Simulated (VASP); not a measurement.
# AgCl (Fm-3m) in VASP: elastic constants with PBE

Aim: the elastic constants of AgCl with PBE.

Program: VASP 6.6.1. These are calculated values, not measurements. Logs are shortened: lines on timing, memory, paths and dates and some standing lists are left out, and cuts for length are marked.

### Step 1. The cell of the first run

The structure is cubic, space group Fm-3m (No. 225). Conventional cell: a = 5.611 Å, b = 5.611 Å, c = 5.611 Å, α = 90.00°, β = 90.00°, γ = 90.00°. Ag (site symmetry m-3m) has 6 Cl at 2.81 Å within 3.7 Å. Within 3.7 Å of Cl (site symmetry m-3m) lie 6 Ag at 2.81 Å.

### Step 2. Elastic constants, PBE

File INCAR:

```
SYSTEM = AgCl
PREC     = Accurate       ! precision mode
ENCUT    = 600            ! plane-wave cutoff, eV
EDIFF    = 1E-8           ! SCF threshold, eV
ISMEAR   = 0              ! smearing method
SIGMA    = 0.01           ! smearing width, eV
LREAL    = .False.        ! projectors in reciprocal space
LASPH    = .True.         ! aspherical terms in the spheres
NELM     = 60             ! most SCF steps
ALGO     = Normal         ! electronic algorithm
ISIF     = 3              ! what is computed and relaxed
LWAVE    = .False.        ! write WAVECAR
LCHARG   = .True.         ! write CHGCAR
GGA      = PE             ! functional
NBANDS   = 16             ! bands
IBRION   = 6              ! ionic algorithm
NFREE    = 2            
POTIM    = 0.015          ! step
NSW      = 1              ! ionic steps
```

File KPOINTS:

```
Automatic mesh
0
Gamma
  8 8 8
  0 0 0
```

File POSCAR:

```
AgCl
1.0
    0.0000000000      2.8055689746      2.8055689746
    2.8055689746      0.0000000000      2.8055689746
    2.8055689746      2.8055689746      0.0000000000
Ag Cl
1 1
Direct
    0.0000000000      0.0000000000      0.0000000000
    0.5000000000      0.5000000000      0.5000000000
```

Potentials or basis: VASP PAW PBE potentials, release 64 (Ag, Cl).

Started as:

```bash
$ cat potpaw_PBE.64/Ag/POTCAR potpaw_PBE.64/Cl/POTCAR > POTCAR
$ mpirun -np 1 vasp_std > vasp.out
```

OUTCAR:

```text
SYSTEM = AgCl
   PREC = Accurate
   ENCUT = 600
   EDIFF = 1E-8
   ISMEAR = 0
   LREAL = .False.
   LASPH = .True.
   NELM = 60
   ISIF = 3
   GGA = PE
   IBRION = 6
   NFREE = 2
   POTIM = 0.015
   NSW = 1

 ion  position               nearest neighbor table
   1  0.000  0.000  0.000-   2 2.81   2 2.81   2 2.81   2 2.81   2 2.81   2 2.81
   2  0.500  0.500  0.500-   1 2.81   1 2.81   1 2.81   1 2.81   1 2.81   1 2.81

  LATTYP: Found a face centered cubic cell.
 ALAT       =     5.6111379492

  Lattice vectors:

 A1 = (   0.0000000000,   2.8055689746,   2.8055689746)
 A2 = (   2.8055689746,   0.0000000000,   2.8055689746)
 A3 = (   2.8055689746,   2.8055689746,   0.0000000000)

Analysis of symmetry for initial positions (statically):
=====================================================================
 Subroutine PRICEL returns:
 Original cell was already a primitive cell.

 Routine SETGRP: Setting up the symmetry group for a
 face centered cubic supercell.

 Subroutine GETGRP returns: Found 48 space group operations
 (whereof 48 operations were pure point group operations)
 out of a pool of 48 trial point group operations.

The static configuration has the point symmetry O_h .

Analysis of symmetry for dynamics (positions and initial velocities):
=====================================================================
 Subroutine PRICEL returns:
 Original cell was already a primitive cell.

 Routine SETGRP: Setting up the symmetry group for a
 face centered cubic supercell.

 Subroutine GETGRP returns: Found 48 space group operations
 (whereof 48 operations were pure point group operations)
 out of a pool of 48 trial point group operations.

The dynamic configuration has the point symmetry O_h .

 Subroutine INISYM returns: Found 48 space group operations
[... 347 lines left out ...]
      1     -11.5360      2.00000
      2       1.0715      2.00000
      3       1.0715      2.00000
      4       1.0783      2.00000
      5       1.0916      2.00000
      6       1.1175      2.00000
[... 433 lines left out ...]
      3      -0.4746      2.00000
      4      -0.4374      2.00000
      5       1.3530      2.00000
      6       1.4161      2.00000
[... 8 lines left out ...]
     15      16.8019      0.00000
     16      18.2512      0.00000

 [... further k-points ...]

------------------------ aborting loop because EDIFF is reached ----------------------------------------

  FORCE on cell =-STRESS in cart. coord.  units (eV):
  Direction    XX          YY          ZZ          XY          YZ          ZX
  --------------------------------------------------------------------------------------
  -------------------------------------------------------------------------------------
  Total       -0.0216553     -0.0241371     -0.0241371      0.0000000      0.0000000      0.0000000
  in kB       -0.7855657     -0.8755935     -0.8755935      0.0000000      0.0000000      0.0000000
  external PRESSURE =      -0.8455842 kB  Pullay stress =       0.0000000 kB
[... 17 lines left out ...]
  FREE ENERGIE OF THE ION-ELECTRON SYSTEM (eV)
  ---------------------------------------------------
  free  energy   TOTEN  =        -5.4011623765 eV

  energy  without entropy=       -5.4011623765  energy(sigma->0) =       -5.40116238

 INTERNAL STRAIN TENSORS FROM STRAINED CELLS
 ============================================

 INTERNAL STRAIN TENSOR FOR ION    1 for displacements in x,y,z  (eV/Angst):
          X           Y           Z          XY          YZ          ZX
  --------------------------------------------------------------------------------
  x    -0.00000    -0.00000    -0.00000    -0.00000     0.00000     0.00000
  y     0.00000    -0.00000    -0.00000    -0.00000    -0.00000     0.00000
  z    -0.00000     0.00000    -0.00000     0.00000     0.00000    -0.00000

 INTERNAL STRAIN TENSORS FROM DISPLACED ATOMS
 ============================================

 INTERNAL STRAIN TENSOR FOR ION    1 for displacements in x,y,z  (eV/Angst):
          X           Y           Z          XY          YZ          ZX
  --------------------------------------------------------------------------------
  x     0.00000     0.00000     0.00000     0.00000     0.00000     0.00000
  y     0.00000     0.00000     0.00000     0.00000     0.00000     0.00000
  z     0.00000     0.00000     0.00000     0.00000     0.00000     0.00000

 INTERNAL STRAIN TENSOR FOR ION    2 for displacements in x,y,z  (eV/Angst):
          X           Y           Z          XY          YZ          ZX
  --------------------------------------------------------------------------------
  x     0.00000     0.00000     0.00000     0.00000     0.00000     0.00000
  y     0.00000     0.00000     0.00000     0.00000     0.00000     0.00000
  z     0.00000     0.00000     0.00000     0.00000     0.00000     0.00000

 Eigenvectors and eigenvalues of the dynamical matrix
 ----------------------------------------------------

   1 f  =    2.733973 THz    17.178056 2PiTHz   91.195507 cm-1    11.306797 meV
             X         Y         Z           dx          dy          dz
      0.000000  0.000000  0.000000    -0.499995    0.000000    0.000000
      2.805569  2.805569  2.805569     0.866028    0.000000    0.000000
[... 21 lines left out ...]
   6 f/i=    0.008308 THz     0.052204 2PiTHz    0.277141 cm-1     0.034361 meV
             X         Y         Z           dx          dy          dz
      0.000000  0.000000  0.000000    -0.866028    0.000000    0.000000
      2.805569  2.805569  2.805569    -0.499995    0.000000    0.000000

--------------------------------------------------------------------------------------------------------

 ELASTIC MODULI CONTR FROM IONIC RELAXATION (kBar)
 Direction    XX          YY          ZZ          XY          YZ          ZX
 --------------------------------------------------------------------------------
 XX           0.0000      0.0000      0.0000      0.0000      0.0000      0.0000
 YY           0.0000      0.0000      0.0000      0.0000      0.0000      0.0000
 ZZ           0.0000      0.0000      0.0000      0.0000      0.0000      0.0000
 XY           0.0000      0.0000      0.0000      0.0000      0.0000      0.0000
 YZ           0.0000      0.0000      0.0000      0.0000      0.0000      0.0000
 ZX           0.0000      0.0000      0.0000      0.0000      0.0000      0.0000
 --------------------------------------------------------------------------------

 TOTAL ELASTIC MODULI (kBar)
 Direction    XX          YY          ZZ          XY          YZ          ZX
 --------------------------------------------------------------------------------
 XX         524.6675    370.1836    370.1836      0.0000     -0.0000     -0.0000
 YY         370.1836    524.6675    370.1836      0.0000      0.0000      0.0000
 ZZ         370.1836    370.1836    524.6675      0.0000      0.0000     -0.0000
 XY           0.0000      0.0000      0.0000     65.9703      0.0000      0.0000
 YZ          -0.0000      0.0000      0.0000      0.0000     65.9703      0.0000
 ZX          -0.0000      0.0000     -0.0000      0.0000      0.0000     65.9703
 --------------------------------------------------------------------------------
```

OSZICAR:

```text
N       E                     dE             d eps       ncg     rms          rms(c)
DAV:   1     0.109458891695E+03    0.10946E+03   -0.94434E+03   936   0.114E+03
DAV:   2    -0.144745366515E+01   -0.11091E+03   -0.10258E+03  1168   0.234E+02
DAV:   3    -0.556255520543E+01   -0.41151E+01   -0.41071E+01  1136   0.471E+01
[... 215 lines left out ...]
DAV:   7    -0.540116259979E+01    0.46276E-06   -0.57694E-06  2568   0.165E-02    0.150E-02
DAV:   8    -0.540116246883E+01    0.13095E-06   -0.77345E-07  2072   0.605E-03    0.135E-02
DAV:   9    -0.540116239337E+01    0.75459E-07   -0.11480E-07  2296   0.213E-03    0.978E-03
DAV:  10    -0.540116238307E+01    0.10308E-07   -0.18958E-08  2096   0.794E-04    0.695E-03
DAV:  11    -0.540116237647E+01    0.65988E-08   -0.11695E-09  1072   0.233E-04
  17 F= -.54011624E+01 E0= -.54011624E+01  d E =-.272744E-22
```

stdout:

```text
POSCAR found type information on POSCAR AgCl
 POSCAR found :  2 types and       2 ions
 scaLAPACK will be used
 LDA part: xc-table for (Slater+PW92), standard interpolation
 POSCAR, INCAR and KPOINTS ok, starting setup
 FFT: planning ... GRIDC
 FFT: planning ... GRID_SOFT
 FFT: planning ... GRID
 WAVECAR not read
 entering main loop
 Found     2 degrees of freedom:
 Adding 6 more for cell shape distortion
 Finite differences POTIM= 0.01500 DOF=   8
 bond charge predicted
 Finite differences progress:
 bond charge predicted
 Finite differences progress:
 bond charge predicted
 Finite differences progress:
 bond charge predicted
 Finite differences progress:
 bond charge predicted
 Finite differences progress:
 bond charge predicted
 Finite differences progress:
 bond charge predicted
 Finite differences progress:
 bond charge predicted
 Finite differences progress:
 bond charge predicted
 Finite differences progress:
 bond charge predicted
 Finite differences progress:
 bond charge predicted
 Finite differences progress:
 bond charge predicted
 Finite differences progress:
 bond charge predicted
 Finite differences progress:
 bond charge predicted
 Finite differences progress:
 bond charge predicted
 Finite differences progress:
 bond charge predicted
 Finite differences progress:
```

It took 7.6 min on 1 thread of Intel Xeon Platinum 8488C (Sapphire Rapids), shared host; peak memory 0.36 GiB.

Results:

```yaml
Elastic_constants_C11_C12_C44: 52, 37, 7 GPa
Voigt_bulk_modulus: 42 GPa
Highest_phonon_frequency_at_Γ_LO-TO_splitting_left_out: 91 cm⁻¹
```

Phonon frequencies in cm⁻¹ (negative: imaginary):
```tsv
q point	frequencies
(0.000, 0.000, 0.000)	0 0 0 91 91 91
```

Elastic tensor in Voigt notation (GPa, in the Cartesian axes of the cell as first typed):
```
52 37 37  0  0  0
37 52 37  0  0  0
37 37 52  0  0  0
 0  0  0  7  0  0
 0  0  0  0  7  0
 0  0  0  0  0  7
```

Clamped-ion elastic tensor (GPa):
```
52 37 37  0  0  0
37 52 37  0  0  0
37 37 52  0  0  0
 0  0  0  7  0  0
 0  0  0  0  7  0
 0  0  0  0  0  7
```
